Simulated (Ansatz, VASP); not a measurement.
One calculation of C, two programs

Contents of INCAR:

```
PREC     = Accurate       # precision mode
ENCUT    = 520            # plane-wave cutoff, eV
EDIFF    = 1E-6           # SCF threshold, eV
ISMEAR   = 0              # smearing method
SIGMA    = 0.05           # smearing width, eV
LREAL    = False          # projectors in reciprocal space
LASPH    = True           # aspherical terms in the spheres
NELM     = 80             # most SCF steps
ALGO     = Normal         # electronic algorithm
ISIF     = 2              # what is computed and relaxed
LWAVE    = False          # write WAVECAR
LCHARG   = False          # write CHGCAR
GGA      = CA             # functional
NBANDS   = 26             # bands
```

File KPOINTS:

```
Automatic mesh
0
Gamma
  6 6 10
```

File POSCAR:

```
C
1.0
    2.1032727620     -4.3337146136      0.0000000000
    2.1032727620      4.3337146136      0.0000000000
    0.0000000000      0.0000000000      2.4856616114
C
8
Direct
    0.6482879639      0.9815881366      0.0000000000
    0.3517120361      0.0184118634      0.0000000000
    0.0184118634      0.3517120361      0.0000000000
    0.9815881366      0.6482879639      0.0000000000
    0.3993219823      0.2055150404      0.4504929111
    0.5954459046      0.7739231852      0.5000000000
    0.7739231852      0.5954459046      0.5000000000
    0.2260768148      0.4045540954      0.5000000000
```

Input for Ansatz:

```yaml
crystal:
  lattice:
    - [2.103272762, -4.3337146136, 0.0]
    - [2.103272762, 4.3337146136, 0.0]
    - [0.0, 0.0, 2.4856616114]
  atoms:
    - { symbol: C, position: [0.6482879639, 0.9815881366, 0.0] }
    - { symbol: C, position: [0.3517120361, 0.0184118634, 0.0] }
    - { symbol: C, position: [0.0184118634, 0.3517120361, 0.0] }
    - { symbol: C, position: [0.9815881366, 0.6482879639, 0.0] }
    - { symbol: C, position: [0.3993219823, 0.2055150404, 0.4504929111] }
    - { symbol: C, position: [0.5954459046, 0.7739231852, 0.5] }
    - { symbol: C, position: [0.7739231852, 0.5954459046, 0.5] }
    - { symbol: C, position: [0.2260768148, 0.4045540954, 0.5] }
basis:
  ecutwfc: 420
kpoints:
  mp_grid: { grid: [6, 6, 10] }
hamiltonian:
  xc: lda
scf:
  occupations: { method: gaussian, width: 0.05 }
output:
  forces: true
  stress: true
  eigenvalues: true
  write_density: true
  write_potential: true
  elf: true
  volumetric_format: npy
```

Alike in both runs: task single point; functional LDA; k mesh 6 × 6 × 10; occupations gaussian, width 0.05 eV; no spin polarisation.

|  | VASP | Ansatz |
| --- | --- | --- |
| version | VASP 6.6.1 | Ansatz 0.2.0 |
| potentials or method | VASP PAW LDA potentials, release 64 (C), cutoff 520 eV | scalar-relativistic, plane waves, PAW |
| valence electrons in the cell | 32 | 32 |

|  | VASP | Ansatz | Ansatz less VASP |
| --- | --- | --- | --- |
| gap on the k mesh at the Fermi level (eV) | 2.80 | 2.81 | +0.016 |
| least direct gap on the mesh (eV) | 4.22 | 4.22 | +0.004 |
| pressure (GPa) | 4.1 | 2.7 | -1.46 |
| traceless stress, the component that is largest in VASP (GPa) | 4.76 | 4.69 | -0.065 |
| rms of the force components (eV/Å) | 2.092 | 2.089 | -0.0032 |

LDA's correlation is that of Perdew and Zunger in VASP and of Perdew and Wang (1992) in Ansatz. Atom by atom the forces differ by 0.008 eV/Å (rms over components).
